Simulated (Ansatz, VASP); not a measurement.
# Ta2N: VASP beside Ansatz

```
Ta N
1.0
     3.07862    0.00000    0.00000
    -1.53931    2.66616    0.00000
     0.00000    0.00000    4.82326
Ta N
2 1
Direct
  0.66667 0.33333 0.74626
  0.33333 0.66667 0.25374
  0.00000 0.00000 0.00000
```

Alike in both runs: functional PBEsol; k mesh 18 × 18 × 10; occupations gaussian, width 0.1 eV; no spin polarisation.

Ansatz relaxed the structure, and its values are those at the end. VASP's run is a single point on that final structure, the one shown.

|  | VASP | Ansatz |
| --- | --- | --- |
| version | VASP 6.6.1 | Ansatz 0.2.0 |
| potentials or method | VASP PAW PBE potentials, release 64 (Ta_pv, N), cutoff 520 eV | scalar-relativistic, plane waves, PAW |
| valence electrons in the cell | 27 | 31 |

|  | VASP | Ansatz | Ansatz less VASP |
| --- | --- | --- | --- |
| gap on the k mesh at the Fermi level (eV) | none | none | - |
| pressure (GPa) | 0.6 | 0.0 | -0.58 |
| rms of the force components (eV/Å) | 0.027 | 0.000 | -0.0265 |

VASP's potentials were made for PBE, not for PBEsol. A gap of «none» marks a metal or a gap that the smearing closes. VASP's potentials hold 27 valence electrons a cell and Ansatz's 31, so a difference there can come from the potentials and not from the codes.

Spin-orbit coupling is off throughout.
